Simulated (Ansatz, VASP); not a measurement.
NiGe: VASP beside Ansatz

```
CELL_PARAMETERS angstrom
-1.50689 -1.50689 -3.53124
-1.50689 -3.53124 -1.50689
-3.53124 -1.50689 -1.50689
ATOMIC_POSITIONS crystal
Ni 0.00000 0.00000 0.00000
Ge 0.50000 0.50000 0.50000
```

Alike in both runs: task single point; functional r2SCAN; k mesh 18 × 18 × 18; occupations gaussian, width 0.1 eV; no spin polarisation.

|  | VASP | Ansatz |
| --- | --- | --- |
| version | VASP 6.6.1 | Ansatz 0.2.0 |
| potentials or method | VASP PAW PBE potentials, release 64 (Ni, Ge_d), cutoff 520 eV | scalar-relativistic, plane waves, PAW |
| valence electrons in the cell | 24 | 32 |

```csv
,VASP,Ansatz,Ansatz less VASP
gap on the k mesh at the Fermi level (eV),none,none,-
pressure (GPa),-5.1,-5.1,0.00
```

VASP's potentials were made for PBE, not for r2SCAN. A gap of «none» marks a metal or a gap that the smearing closes. VASP's potentials hold 24 valence electrons a cell and Ansatz's 32, so a difference there can come from the potentials and not from the codes.
